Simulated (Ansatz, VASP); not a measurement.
This is a calculation of AlRu for Ansatz 0.2.0.

input.yaml

```yaml
crystal:
  lattice:
    - [3.0309676725, 0.0, 0.0]
    - [0.0, 3.0309676725, 0.0]
    - [0.0, 0.0, 3.0309676725]
  atoms:
    - { symbol: Ru, position: [0.5, 0.5, 0.5] }
    - { symbol: Al, position: [0.0, 0.0, 0.0] }
hamiltonian:
  xc: pbe0
  pseudopotentials: { kind: paw }
kpoints:
  mp_grid: { grid: [4, 4, 4] }
scf:
  occupations: { method: fermi_dirac, width: 0.05 }
output:
  forces: true
  stress: true
  eigenvalues: true
```

Potentials or basis: Ansatz PAW.

The run is started by

```bash
$ ansatz run input.yaml --threads 2 --pin off --max-ram 5632MiB --backend cpu --events-out ev --progress --plain --runs-dir out
```

Question: Translate it to VASP 6.6.1. Potentials there: VASP PAW PBE potentials, release 64 (Ru_pv, Al).

Answer: As run (the cutoff follows the program's own potentials):

File POSCAR:

```
AlRu
1.0
    3.0309676725      0.0000000000      0.0000000000
    0.0000000000      3.0309676725      0.0000000000
    0.0000000000      0.0000000000      3.0309676725
Ru Al
1 1
Direct
    0.5000000000      0.5000000000      0.5000000000
    0.0000000000      0.0000000000      0.0000000000
```

The input INCAR.step1:

```
ALGO = Normal
EDIFF = 1E-5
ENCUT = 520
GGA = PE
ISIF = 2
ISMEAR = -1
LASPH = True
LCHARG = False
LREAL = False
LWAVE = True
NBANDS = 16
NELM = 60
PREC = Accurate
SIGMA = 0.05
```

INCAR.step2

```
AEXX = 0.25
ALGO = Normal
EDIFF = 1E-6
ENCUT = 520
GGA = PE
ISIF = 2
ISMEAR = -1
ISTART = 1
LASPH = True
LCHARG = False
LHFCALC = True
LREAL = False
LWAVE = False
NBANDS = 16
NELM = 60
PREC = Accurate
PRECFOCK = Normal
SIGMA = 0.05
```

The input KPOINTS:

```
k-points
0
Gamma
  4 4 4
```

Potentials or basis: VASP PAW PBE potentials, release 64 (Ru_pv, Al).

Run with:

```console
$ cat potpaw_PBE.64/Ru_pv/POTCAR potpaw_PBE.64/Al/POTCAR > POTCAR
$ cp INCAR.step1 INCAR
$ mpirun -np 1 vasp_std > vasp.out
$ cp INCAR.step2 INCAR
$ mpirun -np 1 vasp_std > vasp.out
```

Both were run:

|  | VASP | Ansatz | Ansatz less VASP |
| --- | --- | --- | --- |
| gap on the k mesh at the Fermi level (eV) | none | none | - |
| pressure (GPa) | -14.5 | -14.4 | +0.09 |

A gap of «none» marks a metal or a gap that the smearing closes. VASP's potentials hold 17 valence electrons a cell and Ansatz's 19, so a difference there can come from the potentials and not from the codes.

The k mesh is coarse, so the values compare programs but aren't converged.
